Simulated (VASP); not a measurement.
A run of VASP 6.6.1 is set up as follows.

INCAR

```
SYSTEM = Ba
PREC = Accurate ; ENCUT = 520
EDIFF = 1E-6 ; ISMEAR = 0
SIGMA = 0.05 ; LREAL = .False.
LASPH = .True. ; NELM = 100
ALGO = Normal ; ISIF = 2
LWAVE = .False. ; LCHARG = .False.
GGA = CA ; NBANDS = 11
```

Contents of KPOINTS:

```
regular mesh
0
Gamma
  6 6 6
  0 0 0
```

The input POSCAR:

```
Ba
1.0
   -2.3930872152      2.3930872152      2.3930872152
    2.3930872152     -2.3930872152      2.3930872152
    2.3930872152      2.3930872152     -2.3930872152
Ba
1
Direct
    0.0000000000      0.0000000000      0.0000000000
```

Potentials or basis: VASP PAW LDA potentials, release 64 (Ba_sv).

Run with:

```sh
$ cat potpaw_LDA.64/Ba_sv/POTCAR > POTCAR
$ mpirun -np 1 vasp_std > vasp.out
```

Question: Predict the pressure.

Answer: 0.1 GPa.

Question: Estimate the band gap on the k mesh.

Answer: Zero (band 5 reaches 2.03 eV, above the bottom of band 6 at 1.16 eV).

Caveat: spin-orbit coupling is left out, which moves the levels of the heavy elements.
